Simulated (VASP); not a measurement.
Set up this calculation in VASP 6.6.1, as the native input.

```yaml
Task: single point
Functional: r2SCAN
Potentials_or_basis: VASP PAW PBE potentials, release 64 (Mg, O)
Cutoff: 520 eV
k_mesh: 12 × 12 × 12
Occupations: gaussian, width 0.05 eV
Spin: no spin polarisation
Dipole_correction: no
Further_INCAR_settings: ALGO = Normal; EDIFF = 1e-06; NBANDS = 14
```

MgO2:

```
CELL_PARAMETERS angstrom
1.65290 0.95430 3.59880
-1.65290 0.95430 3.59880
0.00000 -1.90861 3.59880
ATOMIC_POSITIONS crystal
Mg 0.00000 0.00000 0.00000
O 0.42879 0.42879 0.42879
O 0.57121 0.57121 0.57121
```

This cell differs from its parent crystal: strain +0.030 along x and y, +0.030 along z.

These files were run (other wordings do the same):

POSCAR

```
MgO2
1.0
    1.6529038465      0.9543044807      3.5987982411
   -1.6529038465      0.9543044807      3.5987982411
    0.0000000000     -1.9086089614      3.5987982411
Mg O
1 2
Direct
    0.0000000000      0.0000000000      0.0000000000
    0.4287860000      0.4287860000      0.4287860000
    0.5712140000      0.5712140000      0.5712140000
```

INCAR.step1

```
SYSTEM = MgO2
PREC = Accurate ; ENCUT = 520
ISMEAR = 0 ; SIGMA = 0.05
LREAL = .FALSE. ; LASPH = .TRUE.
NELM = 80 ; NBANDS = 14
GGA = PE ; ALGO = Normal
EDIFF = 1E-4 ; LWAVE = .TRUE.
LCHARG = .FALSE.
```

INCAR.step2

```
SYSTEM = MgO2
PREC = Accurate ; ENCUT = 520
EDIFF = 1E-6 ; ISMEAR = 0
SIGMA = 0.05 ; LREAL = .FALSE.
LASPH = .TRUE. ; NELM = 80
ALGO = Normal ; ISIF = 2
LWAVE = .FALSE. ; LCHARG = .FALSE.
METAGGA = R2SCAN ; LMIXTAU = .TRUE.
NBANDS = 14 ; ISTART = 1
```

KPOINTS

```
Automatic mesh
0
G
  12 12 12
  0 0 0
```

Potentials or basis: VASP PAW PBE potentials, release 64 (Mg, O).

The run is started by

```bash
$ cat potpaw_PBE.64/Mg/POTCAR potpaw_PBE.64/O/POTCAR > POTCAR
$ cp INCAR.step1 INCAR
$ mpirun -np 1 vasp_std > vasp.out
$ cp INCAR.step2 INCAR
$ mpirun -np 1 vasp_std > vasp.out
```

It gave:

```
Pressure               : -14.9 GPa
Largest force          : 0.367 eV/Å
Band gap on the k mesh : 2.40 eV
```

Caveat: the cell differs from its parent crystal (strain +0.030 along x and y, +0.030 along z); the cell stands under tension; the PAW data sets were made with another functional, which shifts forces and pressure a little.

It took 7.4 min on 1 thread of Intel(R) Xeon(R) Platinum 8259CL CPU @ 2.50GHz (Skylake/Cascade Lake), on a shared host, peak memory 0.23 GiB.
